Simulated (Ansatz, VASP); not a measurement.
SnO in VASP and in Ansatz

```xyz
2
Lattice="3.1034 0.0000 0.0000 0.0000 3.1034 0.0000 0.0000 0.0000 3.1034" Properties=species:S:1:pos:R:3 pbc="T T T"
Sn    0.0000    0.0000    0.0000
O     1.5517    1.5517    1.5517
```

Alike in both runs: task single point; functional r2SCAN; k mesh 6 × 6 × 6; no spin polarisation.

|  | VASP | Ansatz |
| --- | --- | --- |
| version | VASP 6.6.1 | Ansatz 0.2.0 |
| potentials or method | VASP PAW PBE potentials, release 64 (Sn_d, O) | plane waves, PAW |
| plane-wave cutoff (eV) | 520 | 500 |
| occupations | gaussian, width 0.01 eV | fixed |
| valence electrons in the cell | 20 | 20 |

```csv
,VASP,Ansatz,Ansatz less VASP
gap on the k mesh at the Fermi level (eV),0.35,0.36,+0.004
pressure (GPa),0.3,0.2,-0.13
```

VASP's potentials were made for PBE, not for r2SCAN.
